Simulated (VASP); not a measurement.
Set up this calculation in VASP 6.6.1, as the native input.

| Quantity | Value |
| --- | --- |
| Task | single point |
| Functional | PBE |
| Dispersion | D3(BJ) |
| Potentials or basis | VASP PAW PBE potentials, release 64 (B, N) |
| Cutoff | 520 eV |
| k mesh | 12 × 12 × 12 |
| Occupations | gaussian, width 0.05 eV |
| Spin | no spin polarisation |
| Dipole correction | no |
| Further INCAR settings | ALGO = Normal; EDIFF = 1e-06; NBANDS = 11 |

The structure of BN lies in POSCAR:

```
BN
1.0
    1.2010769119      0.6934420784      3.2380170272
   -1.2010769119      0.6934420784      3.2380170272
    0.0000000000     -1.3868841568      3.2380170272
B N
1 1
Direct
    0.9996712000      0.9996712000      0.9996712000
    0.3327618000      0.3327618000      0.3327618000
```

This cell differs from its parent crystal: strain -0.040 along x and y, -0.040 along z.

These files were run (other wordings do the same):

INCAR

```
SYSTEM = BN
PREC     = Accurate       ! precision mode
ENCUT    = 520            ! plane-wave cutoff, eV
EDIFF    = 1E-6           ! SCF threshold, eV
ISMEAR   = 0              ! smearing method
SIGMA    = 0.05           ! smearing width, eV
LREAL    = .FALSE.        ! projectors in reciprocal space
LASPH    = .TRUE.         ! aspherical terms in the spheres
NELM     = 80             ! most SCF steps
ALGO     = Normal         ! electronic algorithm
ISIF     = 2              ! what is computed and relaxed
LWAVE    = .FALSE.        ! write WAVECAR
LCHARG   = .FALSE.        ! write CHGCAR
GGA      = PE             ! functional
IVDW     = 12             ! dispersion correction
NBANDS   = 11             ! bands
```

KPOINTS

```
Automatic mesh
0
G
  12 12 12
  0 0 0
```

Potentials or basis: VASP PAW PBE potentials, release 64 (B, N).

Launch:

```bash
$ cat potpaw_PBE.64/B/POTCAR potpaw_PBE.64/N/POTCAR > POTCAR
$ mpirun -np 1 vasp_std > vasp.out
```

Results of the run:

```yaml
Pressure: 38.1 GPa
Largest_force: 0.007 eV/Å
Band_gap_on_the_k_mesh: 4.42 eV, indirect (least direct gap 5.01 eV)
Dispersion_energy_per_atom: -0.157 eV
```

Caveat: the cell differs from its parent crystal (strain -0.040 along x and y, -0.040 along z).

Wall time 35 s on 1 thread of Intel(R) Xeon(R) Platinum 8375C CPU @ 2.90GHz (Ice Lake), on a shared host, peak memory 0.18 GiB.
